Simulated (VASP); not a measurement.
Wanted: the native input for a VASP 6.6.1 run.

```yaml
Task: single point
Functional: LDA
Potentials_or_basis: VASP PAW LDA potentials, release 64 (In_d, O)
Cutoff: 520 eV
k_mesh: 6 × 6 × 6
Occupations: gaussian, width 0.05 eV
Spin: no spin polarisation
Dipole_correction: no
Further_INCAR_settings: ALGO = Normal; EDIFF = 1e-06; NBANDS = 55
```

The structure of In2O3 lies in POSCAR:

```
In2O3
1.0
    2.7308926344      1.5766815976      4.4074589539
   -2.7308926344      1.5766815976      4.4074589539
    0.0000000000     -3.1533631952      4.4074589539
In O
4 6
Direct
    0.3576778379      0.3576778379      0.3576778379
    0.1423221621      0.1423221621      0.1423221621
    0.6423221621      0.6423221621      0.6423221621
    0.8576778379      0.8576778379      0.8576778379
    0.5455327428      0.9544672572      0.2500000000
    0.2500000000      0.5455327428      0.9544672572
    0.9544672572      0.2500000000      0.5455327428
    0.4544672572      0.0455327428      0.7500000000
    0.7500000000      0.4544672572      0.0455327428
    0.0455327428      0.7500000000      0.4544672572
```

This cell differs from its parent crystal: strain +0.000 along x and y, -0.080 along z.

One way to write it, as run:

INCAR

```
SYSTEM = In2O3
ALGO = Normal ; EDIFF = 1E-6
ENCUT = 520 ; GGA = CA
ISIF = 2 ; ISMEAR = 0
LASPH = .TRUE. ; LCHARG = .FALSE.
LREAL = .FALSE. ; LWAVE = .FALSE.
NBANDS = 55 ; NELM = 100
PREC = Accurate ; SIGMA = 0.05
```

KPOINTS

```
k-points
0
G
  6 6 6
  0 0 0
```

Potentials or basis: VASP PAW LDA potentials, release 64 (In_d, O).

The run is started by

```sh
$ cat potpaw_LDA.64/In_d/POTCAR potpaw_LDA.64/O/POTCAR > POTCAR
$ mpirun -np 1 vasp_std > vasp.out
```

Results of the run:

```json
{
 "Pressure": "18.1 GPa",
 "Largest force": "1.339 eV/Å",
 "Band gap on the k mesh": "1.68 eV (least direct gap 1.81 eV)"
}
```

Caveat: the cell differs from its parent crystal (strain +0.000 along x and y, -0.080 along z); the stress differs along the axes, from 13 to 27 GPa; spin-orbit coupling is left out, which moves the levels of the heavy elements; forces of over 1 eV/Å act on the atoms, so gaps and moduli don't describe the material at rest.

Wall time 3.2 min on 1 thread of Intel(R) Xeon(R) Platinum 8488C (Sapphire Rapids) (shared host), peak memory 0.28 GiB.
